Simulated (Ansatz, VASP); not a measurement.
# NaCl in VASP and in Ansatz

```xyz
2
Lattice="3.5022 0.0000 0.0000 0.0000 3.5022 0.0000 0.0000 0.0000 3.5022" Properties=species:S:1:pos:R:3 pbc="T T T"
Cl    1.7511    1.7511    1.7511
Na    0.0000    0.0000    0.0000
```

Alike in both runs: task single point; functional PBE; k mesh 5 × 5 × 5; occupations fermi-dirac, width 0.04 eV; no spin polarisation.

|  | VASP | Ansatz |
| --- | --- | --- |
| version | VASP 6.6.1 | Ansatz 0.2.0 |
| potentials or method | VASP PAW PBE potentials, release 64 (Cl, Na_pv), cutoff 500 eV | all-electron LAPW, scalar-relativistic |

```csv
,VASP,Ansatz,Ansatz less VASP
gap on the k mesh at the Fermi level (eV),4.03,4.03,+0.001
least direct gap on the mesh (eV),4.47,4.47,+0.001
pressure (GPa),0.1,0.1,+0.09
```

Ansatz ran all-electron here, and VASP with PAW potentials.
